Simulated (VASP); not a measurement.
# ZnO (P6_3mc) in VASP: single point with LDA

Aim: the single point of ZnO with LDA.

All numbers are computed with VASP 6.6.1; they aren't measurements. Logs are shortened: lines on timing, memory, paths and dates and some standing lists are left out, and cuts for length are marked.

## 1. The cell of the first run

The structure is hexagonal, space group P6_3mc (No. 186). Conventional cell: a = 3.231 Å, b = 3.231 Å, c = 5.216 Å, α = 90.00°, β = 90.00°, γ = 120.00°. Zn (site symmetry 3m) has 4 O at 1.97 to 1.98 Å within 2.6 Å. O (site symmetry 3m) has 4 Zn at 1.97 to 1.98 Å within 2.6 Å.

## 2. Single point, LDA (atoms moved along the polar distortion)

Contents of INCAR:

```
SYSTEM = ZnO
PREC = Accurate
ENCUT = 1340
EDIFF = 1E-6
ISMEAR = 0
SIGMA = 0.01
LREAL = .False.
LASPH = .True.
NELM = 120
ALGO = Normal
ISIF = 2
LWAVE = .False.
LCHARG = .True.
GGA = CA
LELF = .True.
LVHAR = .True.
NBANDS = 26
GGA_COMPAT = .False.
```

Contents of KPOINTS:

```
Automatic mesh
0
Gamma
  9 9 6
  0 0 0
```

Contents of POSCAR:

```
ZnO
1.0
    3.2309097002      0.0000000000      0.0000000000
   -1.6154548501      2.7980498777      0.0000000000
    0.0000000000      0.0000000000      5.2156080707
Zn O
2 2
Direct
    0.3333333333      0.6666666667      0.0015299806
    0.6666666667      0.3333333333      0.5015299806
    0.3333333333      0.6666666667      0.3804700194
    0.6666666667      0.3333333333      0.8804700194
```

Potentials or basis: VASP PAW LDA potentials, release 64 (Zn, O_h).

On the command line:

```sh
cat potpaw_LDA.64/Zn/POTCAR potpaw_LDA.64/O_h/POTCAR > POTCAR
mpirun -np 1 vasp_std > vasp.out
```

OUTCAR:

```text
SYSTEM = ZnO
   PREC = Accurate
   ENCUT = 1340
   EDIFF = 1E-6
   ISMEAR = 0
   LREAL = .False.
   LASPH = .True.
   NELM = 120
   ISIF = 2
   GGA = CA

 ion  position               nearest neighbor table
   1  0.333  0.667  0.002-   4 1.97   4 1.97   4 1.97   3 1.98
   2  0.667  0.333  0.502-   3 1.97   3 1.97   3 1.97   4 1.98
   3  0.333  0.667  0.380-   2 1.97   2 1.97   2 1.97   1 1.98
   4  0.667  0.333  0.880-   1 1.97   1 1.97   1 1.97   2 1.98

  LATTYP: Found a hexagonal cell.
 ALAT       =     3.2309097002
 C/A-ratio  =     1.6142846921

  Lattice vectors:

 A1 = (   3.2309097002,   0.0000000000,   0.0000000000)
 A2 = (  -1.6154548501,   2.7980498777,   0.0000000000)
 A3 = (   0.0000000000,   0.0000000000,   5.2156080707)

Analysis of symmetry for initial positions (statically):
=====================================================================
 Subroutine PRICEL returns:
 Original cell was already a primitive cell.

 Routine SETGRP: Setting up the symmetry group for a
 hexagonal supercell.

 Subroutine GETGRP returns: Found 12 space group operations
 (whereof  6 operations were pure point group operations)
 out of a pool of 24 trial point group operations.

The static configuration has the point symmetry C_3v.
 The point group associated with its full space group is C_6v.

Analysis of symmetry for dynamics (positions and initial velocities):
=====================================================================
 Subroutine PRICEL returns:
 Original cell was already a primitive cell.

 Routine SETGRP: Setting up the symmetry group for a
 hexagonal supercell.

 Subroutine GETGRP returns: Found 12 space group operations
 (whereof  6 operations were pure point group operations)
 out of a pool of 24 trial point group operations.

The dynamic configuration has the point symmetry C_3v.
 The point group associated with its full space group is C_6v.

 Subroutine INISYM returns: Found 12 space group operations
 (whereof  6 operations are pure point group operations),
 and found     1 'primitive' translations

----------------------------------------------------------------------------------------

                                     Primitive cell

  volume of cell :      47.1504

  direct lattice vectors                    reciprocal lattice vectors
     3.230909700  0.000000000  0.000000000     0.309510352  0.178695885  0.000000000
    -1.615454850  2.798049878  0.000000000     0.000000000  0.357391771  0.000000000
     0.000000000  0.000000000  5.215608071     0.000000000  0.000000000  0.191732198

  length of vectors
     3.230909700  3.230909700  5.215608071     0.357391771  0.357391771  0.191732198

  position of ions in fractional coordinates (direct lattice)
     0.333333333  0.666666667  0.001529981
     0.666666667  0.333333333  0.501529981
     0.333333333  0.666666667  0.380470019
     0.666666667  0.333333333  0.880470019

  ion indices of the primitive-cell ions
   primitive index   ion index
                 1           1
                 2           2
                 3           3
                 4           4

----------------------------------------------------------------------------------------

 KPOINTS: Automatic mesh

Automatic generation of k-mesh.
 Grid dimensions read from file:
 generate k-points for:    9    9    6

 Generating k-lattice:

  Cartesian coordinates                     Fractional coordinates (reciprocal lattice)
     0.034390039  0.019855098  0.000000000     0.111111111  0.000000000  0.000000000
     0.000000000  0.039710197  0.000000000     0.000000000  0.111111111  0.000000000
     0.000000000  0.000000000  0.031955366     0.000000000  0.000000000  0.166666667

  Length of vectors
     0.039710197  0.039710197  0.031955366

  Shift w.r.t. Gamma in fractional coordinates (k-lattice)
     0.000000000  0.000000000  0.000000000

 Subroutine IBZKPT returns following result:
 ===========================================

 Found     48 irreducible k-points:

 Following reciprocal coordinates:
            Coordinates               Weight
  0.000000  0.000000  0.000000      1.000000
  0.111111  0.000000  0.000000      6.000000
  0.222222 -0.000000  0.000000      6.000000
  0.333333 -0.000000  0.000000      6.000000
  0.444444 -0.000000  0.000000      6.000000
  0.111111  0.111111  0.000000      6.000000
[... 16 lines left out ...]
  0.333333  0.222222  0.166667     24.000000
  0.333333  0.333333  0.166667      4.000000
 [... further k-points ...]
   k-points           NKPTS =     48   k-points in BZ     NKDIM =     48   number of bands    NBANDS=     26
   number of dos      NEDOS =    301   number of ions     NIONS =      4
   total plane-waves  NPLWV = 102400
   dimension x,y,z NGX =    40 NGY =   40 NGZ =   64
   dimension x,y,z NGXF=    80 NGYF=   80 NGZF=  128
   ions per type =               2   2
   NGX,Y,Z   is equivalent  to a cutoff of  20.58, 20.58, 20.40 a.u.
   NGXF,Y,Z  is equivalent  to a cutoff of  41.16, 41.16, 40.80 a.u.
 SYSTEM =  ZnO
   PREC   = accura    normal or accurate (medium, high low for compatibility)
   ISTART =      0    job   : 0-new  1-cont  2-samecut
   ICHARG =      2    charge: 1-file 2-atom 10-const
   ISPIN  =      1    spin polarized calculation?
   LNONCOLLINEAR =      F non collinear calculations
   LSORBIT =      F    spin-orbit coupling
   LASPH  =      T    aspherical Exc in radial PAW
   ENCUT  = 1340.0 eV  98.49 Ry    9.92 a.u.   9.64  9.64 15.57*2*pi/ulx,y,z
   NELM   =    120;   NELMIN=  2; NELMDL= -5     # of ELM steps
   EDIFF  = 0.1E-05   stopping-criterion for ELM
   LREAL  =      F    real-space projection
   EDIFFG = 0.1E-04   stopping-criterion for IOM
   NSW    =      0    number of steps for IOM
   IBRION =     -1    ionic relax: 0-MD 1-quasi-New 2-CG
   NFREE  =      0    steps in history (QN), initial steepest desc. (CG)
   ISIF   =      2    stress and relaxation
   ISYM   =      2    0-nonsym 1-usesym 2-fastsym
   POTIM  = 0.5000    time-step for ionic-motion
   TEBEG  =    0.0;   TEEND  =   0.0 temperature during run
   PSTRESS=    0.0 pullay stress
   NELECT =      36.0000    total number of electrons
   NUPDOWN=      -1.0000    fix difference up-down
   EMIN   =  10.00;   EMAX   =-10.00  energy-range for DOS
   EFERMI =   0.00;   METHOD = LEGACY
   ISMEAR =     0;   SIGMA  =   0.01  broadening in eV -4-tet -1-fermi 0-gaus
   EFERMI_NEDOS =   21; number of points for ismear=-14 and -15
   IALGO  =     38    algorithm
   IMIX   =      4    mixing-type and parameters
     AMIX     =   0.40;   BMIX     =  1.00
     AMIX_MAG =   1.60;   BMIX_MAG =  1.00
  volume/ion in A,a.u.               =      11.79        79.55
  Fermi-wavevector in a.u.,A,eV,Ry     =   1.496284  2.827566 30.461604  2.238865
  Thomas-Fermi vector in A             =   2.608320
   LORBIT       =      0    0 simple, 1 ext, 2 COOP (PROOUT), +10 PAW based schemes
   GGA     = CA    functional components
   LHFCALC =     F    Hartree Fock is set to
   AEXX    =    0.0000 exact exchange contribution
   IVDW    =     0    specifies the selected vdW correction
   LEPSILON=     F    determine dielectric tensor
   LRPA    =     F    only Hartree local field effects (RPA)
 non-spin polarized calculation
 Gauss-broadening in eV      SIGMA  =   0.01
  energy-cutoff  :     1340.00
  volume of cell :       47.15
 maximum number of plane-waves:      5299
 NGX is ok and might be reduce to    40
   NGX = 19   NGY = 19   NGZ = 31

 number of electron      36.0000000 magnetization

 Free energy of the ion-electron system (eV)
  ---------------------------------------------------
  ext. energy  EPLUGINS =         0.00000000
  ---------------------------------------------------
  free energy    TOTEN  =       -21.15455434 eV

  energy without entropy =      -21.15455434  energy(sigma->0) =      -21.15455434

 E-fermi :   1.3673     XC(G=0): -11.5184

 val. band max:        1.2985686500   @ k =   0.0000   0.0000   0.0000
 cond. band min:       2.0486724420   @ k =   0.0000   0.0000   0.0000
 fundamental gap:      0.7501037920
 Fermi energy:         1.3672735490

 k-point     1 :       0.0000    0.0000    0.0000
  band No.  band energies     occupation
      1     -16.5837      2.00000
      2     -15.8042      2.00000
      3      -4.5244      2.00000
      4      -4.5244      2.00000
      5      -4.4956      2.00000
      6      -4.4829      2.00000
[... 18 lines left out ...]
     25      15.3353      0.00000
     26      15.3353      0.00000

 k-point     2 :       0.1111    0.0000    0.0000
  band No.  band energies     occupation
      1     -16.5108      2.00000
      2     -15.7716      2.00000
      3      -4.6064      2.00000
      4      -4.4848      2.00000
      5      -4.4418      2.00000
      6      -4.4007      2.00000
[... 18 lines left out ...]
     25      15.2890      0.00000
     26      15.4791      0.00000

 k-point     3 :       0.2222   -0.0000    0.0000
  band No.  band energies     occupation
      1     -16.3160      2.00000
      2     -15.6934      2.00000
      3      -4.7634      2.00000
      4      -4.4324      2.00000
      5      -4.3925      2.00000
      6      -4.2912      2.00000
[... 18 lines left out ...]
     25      14.6463      0.00000
     26      15.4457      0.00000

 k-point     4 :       0.3333   -0.0000    0.0000
  band No.  band energies     occupation
      1     -16.0677      2.00000
      2     -15.6201      2.00000
      3      -4.8512      2.00000
      4      -4.4865      2.00000
      5      -4.3095      2.00000
      6      -4.1120      2.00000
[... 18 lines left out ...]
     25      14.5742      0.00000
     26      15.2803      0.00000
[... 496 lines left out ...]
      1     -15.9225      2.00000
      2     -15.6201      2.00000
      3      -4.6771      2.00000
      4      -4.5970      2.00000
      5      -4.2281      2.00000
      6      -4.1779      2.00000
[... 18 lines left out ...]
     25      13.0746      0.00000
     26      16.3168      0.00000

 k-point    23 :       0.3333    0.2222    0.1667
  band No.  band energies     occupation
      1     -15.7622      2.00000
      2     -15.6135      2.00000
      3      -4.6200      2.00000
      4      -4.4163      2.00000
      5      -4.2472      2.00000
      6      -4.0567      2.00000
[... 18 lines left out ...]
     25      13.8557      0.00000
     26      15.3866      0.00000

 k-point    24 :       0.3333    0.3333    0.1667
  band No.  band energies     occupation
      1     -15.6594      2.00000
      2     -15.6594      2.00000
      3      -4.5539      2.00000
      4      -4.2734      2.00000
      5      -4.2734      2.00000
      6      -3.9327      2.00000
[... 18 lines left out ...]
     25      14.5290      0.00000
     26      15.5991      0.00000

 [... further k-points ...]

------------------------ aborting loop because EDIFF is reached ----------------------------------------

  FORCE on cell =-STRESS in cart. coord.  units (eV):
  Direction    XX          YY          ZZ          XY          YZ          ZX
  --------------------------------------------------------------------------------------
  -------------------------------------------------------------------------------------
  Total       -1.4558143     -1.4558143     -1.4138757      0.0000000      0.0000000      0.0000000
  in kB      -49.4687947    -49.4687947    -48.0437161      0.0000000      0.0000000      0.0000000
  external PRESSURE =     -48.9937685 kB  Pullay stress =       0.0000000 kB

 VOLUME and BASIS-vectors are now :
 -----------------------------------------------------------------------------
  energy-cutoff  :     1340.00
  volume of cell :       47.15
      direct lattice vectors                 reciprocal lattice vectors
     3.230909700  0.000000000  0.000000000     0.309510352  0.178695885  0.000000000
    -1.615454850  2.798049878  0.000000000     0.000000000  0.357391771  0.000000000
     0.000000000  0.000000000  5.215608071     0.000000000  0.000000000  0.191732198

 POSITION                                       TOTAL-FORCE (eV/Angst)
 -----------------------------------------------------------------------------------
     -0.00000      1.86537      0.00798         0.000000      0.000000      0.002960
      1.61545      0.93268      2.61578        -0.000000     -0.000000      0.002960
     -0.00000      1.86537      1.98438        -0.000000      0.000000     -0.002960
      1.61545      0.93268      4.59219         0.000000     -0.000000     -0.002960
 -----------------------------------------------------------------------------------
    total drift:                               -0.000000      0.000000     -0.000533

  FREE ENERGIE OF THE ION-ELECTRON SYSTEM (eV)
  ---------------------------------------------------
  free  energy   TOTEN  =       -21.1545543358 eV

  energy  without entropy=      -21.1545543358  energy(sigma->0) =      -21.15455434
```

Run time: 3.5 min. Hardware: 1 thread of Intel Xeon Platinum 8259CL at 2.50GHz (Skylake/Cascade Lake), shared host; peak memory 0.38 GiB.

Results:

```yaml
Free_energy: -21.1546 eV
Pressure: -4.9 GPa
Band_gap_on_the_k_mesh: 0.75 eV
```

Forces on the atoms (eV/Å):
```
Zn   0.000  0.000  0.003
Zn   0.000  0.000  0.003
O    0.000  0.000 -0.003
O    0.000  0.000 -0.003
```

Stress tensor (GPa, compression positive):
```
-4.95  0.00  0.00
 0.00 -4.95  0.00
 0.00  0.00 -4.80
```

Levels at points of the mesh, in eV from the valence-band top:
```
           k point  band 16  band 17  band 18  band 19  band 20  band 21
(0.00, 0.00, 0.00)    -0.09     0.00     0.00     0.75     5.14     8.08
(0.00, 0.00, 0.50)    -0.40    -0.40    -0.40     3.40     3.40     9.91
```

Caveat: the cell differs from its parent crystal (atoms moved along the polar distortion); the cell stands under tension; semilocal functionals underestimate gaps, and a narrow one can read as zero.
